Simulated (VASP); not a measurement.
# TiSi2 (Cmcm) in VASP: a series of runs

TiSi2 is run at these levels: LDA, PBE, r2SCAN; tasks: single point.

Everything below comes from runs of VASP 6.6.1. Logs are shortened: lines on timing, memory, paths and dates and some standing lists are left out, and cuts for length are marked.

### 1 The cell of the first run

The structure is orthorhombic, space group Cmcm (No. 63). Conventional cell: a = 3.530 Å, b = 13.519 Å, c = 3.565 Å, α = 90.00°, β = 90.00°, γ = 90.00°. Within 3.4 Å of Ti (site symmetry m2m) lie 10 Si at 2.58 to 2.81 Å and 2 Ti at 3.31 Å. Within 3.3 Å of Si (site symmetry m2m) lie 8 Si at 2.51 to 3.15 Å and 4 Ti at 2.66 to 2.67 Å. Si (site symmetry m2m) has 2 Si at 2.38 Å and 6 Ti at 2.58 to 2.81 Å within 3.1 Å.

### 2 Single point, LDA

Input file INCAR:

```
SYSTEM = TiSi2
ALGO = Normal
EDIFF = 1E-6
ENCUT = 520
GGA = CA
ISIF = 2
ISMEAR = -1
LASPH = .True.
LCHARG = .True.
LELF = .True.
LREAL = .False.
LVHAR = .True.
LWAVE = .False.
NBANDS = 29
NELM = 100
PREC = Accurate
SIGMA = 0.05
```

Input file KPOINTS:

```
k-points
0
Gamma
  8 8 8
  0 0 0
```

Input file POSCAR:

```
TiSi2
1.0
    1.7651050250     -6.7592815350      0.0000000000
    1.7651050250      6.7592815350      0.0000000000
    0.0000000000      0.0000000000      3.5651739700
Ti Si
2 4
Direct
    0.1031180800      0.8968819200      0.2500000000
    0.8968819200      0.1031180800      0.7500000000
    0.7503148200      0.2496851800      0.2500000000
    0.2496851800      0.7503148200      0.7500000000
    0.4417485500      0.5582514500      0.2500000000
    0.5582514500      0.4417485500      0.7500000000
```

Potentials or basis: VASP PAW LDA potentials, release 64 (Ti_sv, Si).

Started as:

```
> cat potpaw_LDA.64/Ti_sv/POTCAR potpaw_LDA.64/Si/POTCAR > POTCAR
> mpirun -np 1 vasp_std > vasp.out
```

OUTCAR:

```text
SYSTEM = TiSi2
   EDIFF = 1E-6
   ENCUT = 520
   GGA = CA
   ISIF = 2
   ISMEAR = -1
   LASPH = .True.
   LREAL = .False.
   NELM = 100
   PREC = Accurate

 ion  position               nearest neighbor table
   1  0.103  0.897  0.250-   6 2.58   6 2.58   6 2.58   6 2.58   3 2.66   3 2.66   4 2.67   4 2.67
                             5 2.81   5 2.81
   2  0.897  0.103  0.750-   5 2.58   5 2.58   5 2.58   5 2.58   4 2.66   4 2.66   3 2.67   3 2.67
                             6 2.81   6 2.81
   3  0.750  0.250  0.250-   4 2.51   4 2.51   4 2.51   4 2.51   1 2.66   1 2.66   2 2.67   2 2.67
                             5 3.13   5 3.13
   4  0.250  0.750  0.750-   3 2.51   3 2.51   3 2.51   3 2.51   2 2.66   2 2.66   1 2.67   1 2.67
                             6 3.13   6 3.13
   5  0.442  0.558  0.250-   6 2.38   6 2.38   2 2.58   2 2.58   2 2.58   2 2.58   1 2.81   1 2.81
                             3 3.13   3 3.13
   6  0.558  0.442  0.750-   5 2.38   5 2.38   1 2.58   1 2.58   1 2.58   1 2.58   2 2.81   2 2.81
                             4 3.13   4 3.13

  LATTYP: Found a base centered orthorhombic cell.
 ALAT       =     3.5302100500
 B/A-ratio  =     3.8293934011
 C/A-ratio  =     1.0099042039

  Lattice vectors:

 A1 = (   1.7651050250,  -6.7592815350,   0.0000000000)
 A2 = (   1.7651050250,   6.7592815350,   0.0000000000)
 A3 = (   0.0000000000,   0.0000000000,   3.5651739700)

Analysis of symmetry for initial positions (statically):
=====================================================================
 Subroutine PRICEL returns:
 Original cell was already a primitive cell.

 Routine SETGRP: Setting up the symmetry group for a
 base centered orthorhombic supercell.

 Subroutine GETGRP returns: Found  8 space group operations
 (whereof  4 operations were pure point group operations)
 out of a pool of  8 trial point group operations.

The static configuration has the point symmetry C_2h.
 The point group associated with its full space group is D_2h.

Analysis of symmetry for dynamics (positions and initial velocities):
=====================================================================
 Subroutine PRICEL returns:
 Original cell was already a primitive cell.

 Routine SETGRP: Setting up the symmetry group for a
 base centered orthorhombic supercell.

 Subroutine GETGRP returns: Found  8 space group operations
 (whereof  4 operations were pure point group operations)
 out of a pool of  8 trial point group operations.

The dynamic configuration has the point symmetry C_2h.
 The point group associated with its full space group is D_2h.

 Subroutine INISYM returns: Found  8 space group operations
 (whereof  4 operations are pure point group operations),
 and found     1 'primitive' translations

----------------------------------------------------------------------------------------

                                     Primitive cell

  volume of cell :      85.0711

  direct lattice vectors                    reciprocal lattice vectors
     1.765105025 -6.759281535  0.000000000     0.283269263 -0.073972359  0.000000000
     1.765105025  6.759281535  0.000000000     0.283269263  0.073972359  0.000000000
     0.000000000  0.000000000  3.565173970     0.000000000  0.000000000  0.280491221

  length of vectors
     6.985948942  6.985948942  3.565173970     0.292768484  0.292768484  0.280491221

  position of ions in fractional coordinates (direct lattice)
     0.103118080  0.896881920  0.250000000
     0.896881920  0.103118080  0.750000000
     0.750314820  0.249685180  0.250000000
     0.249685180  0.750314820  0.750000000
     0.441748550  0.558251450  0.250000000
     0.558251450  0.441748550  0.750000000

  ion indices of the primitive-cell ions
   primitive index   ion index
                 1           1
                 2           2
                 3           3
                 4           4
                 5           5
                 6           6

----------------------------------------------------------------------------------------

 KPOINTS: k-points

Automatic generation of k-mesh.
 Grid dimensions read from file:
 generate k-points for:    8    8    8

 Generating k-lattice:

  Cartesian coordinates                     Fractional coordinates (reciprocal lattice)
     0.035408658 -0.009246545  0.000000000     0.125000000  0.000000000  0.000000000
     0.035408658  0.009246545  0.000000000     0.000000000  0.125000000  0.000000000
     0.000000000  0.000000000  0.035061403     0.000000000  0.000000000  0.125000000

  Length of vectors
     0.036596061  0.036596061  0.035061403

  Shift w.r.t. Gamma in fractional coordinates (k-lattice)
     0.000000000  0.000000000  0.000000000

 Subroutine IBZKPT returns following result:
 ===========================================

 Found    105 irreducible k-points:

 Following reciprocal coordinates:
            Coordinates               Weight
  0.000000  0.000000  0.000000      1.000000
  0.125000 -0.000000  0.000000      4.000000
  0.250000 -0.000000  0.000000      4.000000
  0.375000  0.000000  0.000000      4.000000
  0.500000 -0.000000  0.000000      2.000000
  0.125000  0.125000  0.000000      2.000000
[... 16 lines left out ...]
  0.125000 -0.000000  0.125000      8.000000
  0.250000 -0.000000  0.125000      8.000000
 [... further k-points ...]
   k-points           NKPTS =    105   k-points in BZ     NKDIM =    105   number of bands    NBANDS=     29
   number of dos      NEDOS =    301   number of ions     NIONS =      6
   total plane-waves  NPLWV =  81648
   dimension x,y,z NGX =    54 NGY =   54 NGZ =   28
   dimension x,y,z NGXF=   108 NGYF=  108 NGZF=   56
   ions per type =               2   4
   NGX,Y,Z   is equivalent  to a cutoff of  12.85, 12.85, 13.06 a.u.
   NGXF,Y,Z  is equivalent  to a cutoff of  25.70, 25.70, 26.11 a.u.
 SYSTEM =  TiSi2
   PREC   = accura    normal or accurate (medium, high low for compatibility)
   ISTART =      0    job   : 0-new  1-cont  2-samecut
   ICHARG =      2    charge: 1-file 2-atom 10-const
   ISPIN  =      1    spin polarized calculation?
   LNONCOLLINEAR =      F non collinear calculations
   LSORBIT =      F    spin-orbit coupling
   LASPH  =      T    aspherical Exc in radial PAW
   ENCUT  =  520.0 eV  38.22 Ry    6.18 a.u.  12.99 12.99  6.63*2*pi/ulx,y,z
   NELM   =    100;   NELMIN=  2; NELMDL= -5     # of ELM steps
   EDIFF  = 0.1E-05   stopping-criterion for ELM
   LREAL  =      F    real-space projection
   EDIFFG = 0.1E-04   stopping-criterion for IOM
   NSW    =      0    number of steps for IOM
   IBRION =     -1    ionic relax: 0-MD 1-quasi-New 2-CG
   NFREE  =      0    steps in history (QN), initial steepest desc. (CG)
   ISIF   =      2    stress and relaxation
   ISYM   =      2    0-nonsym 1-usesym 2-fastsym
   POTIM  = 0.5000    time-step for ionic-motion
   TEBEG  =    0.0;   TEEND  =   0.0 temperature during run
   PSTRESS=    0.0 pullay stress
   NELECT =      40.0000    total number of electrons
   NUPDOWN=      -1.0000    fix difference up-down
   EMIN   =  10.00;   EMAX   =-10.00  energy-range for DOS
   EFERMI =   0.00;   METHOD = LEGACY
   ISMEAR =    -1;   SIGMA  =   0.05  broadening in eV -4-tet -1-fermi 0-gaus
   EFERMI_NEDOS =   21; number of points for ismear=-14 and -15
   IALGO  =     38    algorithm
   IMIX   =      4    mixing-type and parameters
     AMIX     =   0.40;   BMIX     =  1.00
     AMIX_MAG =   1.60;   BMIX_MAG =  1.00
  volume/ion in A,a.u.               =      14.18        95.68
  Fermi-wavevector in a.u.,A,eV,Ry     =   1.273017  2.405653 22.049227  1.620572
  Thomas-Fermi vector in A             =   2.405864
   LORBIT       =      0    0 simple, 1 ext, 2 COOP (PROOUT), +10 PAW based schemes
   GGA     = CA    functional components
   LHFCALC =     F    Hartree Fock is set to
   AEXX    =    0.0000 exact exchange contribution
   IVDW    =     0    specifies the selected vdW correction
   LEPSILON=     F    determine dielectric tensor
   LRPA    =     F    only Hartree local field effects (RPA)
 non-spin polarized calculation
  energy-cutoff  :      520.00
  volume of cell :       85.07
 maximum number of plane-waves:      2316
 NGX is ok and might be reduce to    54
   NGX = 25   NGY = 25   NGZ = 13

 number of electron      40.0000005 magnetization

 Free energy of the ion-electron system (eV)
  ---------------------------------------------------
  ext. energy  EPLUGINS =         0.00000000
  ---------------------------------------------------
  free energy    TOTEN  =       -44.95955641 eV

  energy without entropy =      -44.94742937  energy(sigma->0) =      -44.95349289

 E-fermi :  10.4311     XC(G=0): -11.7983

 val. band max:       10.4055626549   @ k =   0.3750   0.2500   0.1250
 cond. band min:      10.4313943282   @ k =   0.5000   0.2500   0.0000
 fundamental gap:      0.0258316733
 Fermi energy:        10.4311175249

 k-point     1 :       0.0000    0.0000    0.0000
  band No.  band energies     occupation
      1     -45.6908      2.00000
      2     -45.6808      2.00000
      3     -22.4337      2.00000
      4     -22.3940      2.00000
      5     -22.3806      2.00000
      6     -22.3806      2.00000
[... 21 lines left out ...]
     28      13.3503      0.00000
     29      13.5392      0.00000

 k-point     2 :       0.1250   -0.0000    0.0000
  band No.  band energies     occupation
      1     -45.6901      2.00000
      2     -45.6801      2.00000
      3     -22.4316      2.00000
      4     -22.4057      2.00000
      5     -22.3912      2.00000
      6     -22.3795      2.00000
[... 21 lines left out ...]
     28      13.4673      0.00000
     29      13.4923      0.00000

 k-point     3 :       0.2500   -0.0000    0.0000
  band No.  band energies     occupation
      1     -45.6884      2.00000
      2     -45.6786      2.00000
      3     -22.4342      2.00000
      4     -22.4262      2.00000
      5     -22.4165      2.00000
      6     -22.3767      2.00000
[... 638 lines left out ...]
      5     -22.3910      2.00000
      6     -22.3907      2.00000
[... 21 lines left out ...]
     28      13.7405      0.00000
     29      13.7889      0.00000

 k-point    24 :       0.2500   -0.0000    0.1250
  band No.  band energies     occupation
      1     -45.6874      2.00000
      2     -45.6784      2.00000
      3     -22.4323      2.00000
      4     -22.4239      2.00000
      5     -22.4160      2.00000
      6     -22.3881      2.00000
[... 21 lines left out ...]
     28      13.7652      0.00000
     29      14.0744      0.00000

 [... further k-points ...]
[... 5 lines left out ...]
  --------------------------------------------------------------------------------------
  -------------------------------------------------------------------------------------
  Total       -2.9284981     -2.7252687     -2.7231546      0.0000000     -0.0000000      0.0000000
  in kB      -55.1535820    -51.3260798    -51.2862648      0.0000000     -0.0000000      0.0000000
  external PRESSURE =     -52.5886422 kB  Pullay stress =       0.0000000 kB

 VOLUME and BASIS-vectors are now :
 -----------------------------------------------------------------------------
  energy-cutoff  :      520.00
  volume of cell :       85.07
      direct lattice vectors                 reciprocal lattice vectors
     1.765105025 -6.759281535  0.000000000     0.283269263 -0.073972359  0.000000000
     1.765105025  6.759281535  0.000000000     0.283269263  0.073972359  0.000000000
     0.000000000  0.000000000  3.565173970     0.000000000  0.000000000  0.280491221

 POSITION                                       TOTAL-FORCE (eV/Angst)
 -----------------------------------------------------------------------------------
      1.76511      5.36527      0.89129         0.000000     -0.044619     -0.000000
      1.76511     -5.36527      2.67388         0.000000      0.044619      0.000000
      1.76511     -3.38390      0.89129         0.000000     -0.007253     -0.000000
      1.76511      3.38390      2.67388         0.000000      0.007253     -0.000000
      1.76511      0.78748      0.89129         0.000000      0.106131     -0.000000
      1.76511     -0.78748      2.67388         0.000000     -0.106131     -0.000000
 -----------------------------------------------------------------------------------
    total drift:                                0.000000      0.000000      0.000000

  FREE ENERGIE OF THE ION-ELECTRON SYSTEM (eV)
  ---------------------------------------------------
  free  energy   TOTEN  =       -44.9595564068 eV

  energy  without entropy=      -44.9474293738  energy(sigma->0) =      -44.95349289
```

Run time: 7.8 min. Hardware: 1 thread of AMD EPYC 7R43 (Zen 3), shared host; peak memory 0.32 GiB.

What came out:

* Free energy: -44.9596 eV
* Pressure: -5.3 GPa
* Largest force: 0.106 eV/Å
* Band gap on the k mesh: zero (band 20 reaches 10.89 eV, above the bottom of band 21 at 9.88 eV)

Forces on the atoms (eV/Å):
```
Ti   0.000 -0.045  0.000
Ti   0.000  0.045  0.000
Si   0.000 -0.007  0.000
Si   0.000  0.007  0.000
Si   0.000  0.106  0.000
Si   0.000 -0.106  0.000
```

Levels at points of the mesh, in eV from the Fermi level:
```csv
k point,band 17,band 18,band 19,band 20,band 21,band 22,band 23,band 24
"(0.00, 0.00, 0.00)",-2.15,-2.06,-2.05,0.46,0.69,0.81,0.88,1.38
"(0.50, 0.00, 0.00)",-1.66,-1.45,-0.68,-0.56,-0.55,1.17,1.47,1.60
"(0.50, 0.50, 0.00)",-2.53,-1.90,-1.18,0.38,0.64,0.75,0.90,1.10
"(0.00, 0.00, 0.50)",-1.63,-1.63,-0.04,-0.04,0.84,0.84,1.49,1.49
"(0.50, 0.00, 0.50)",-3.17,-3.17,-2.42,-2.42,1.72,1.72,1.82,1.82
"(0.50, 0.50, 0.50)",-2.02,-2.02,-0.87,-0.87,0.45,0.45,1.62,1.62
```

(Part 1 of 2 ends here.)
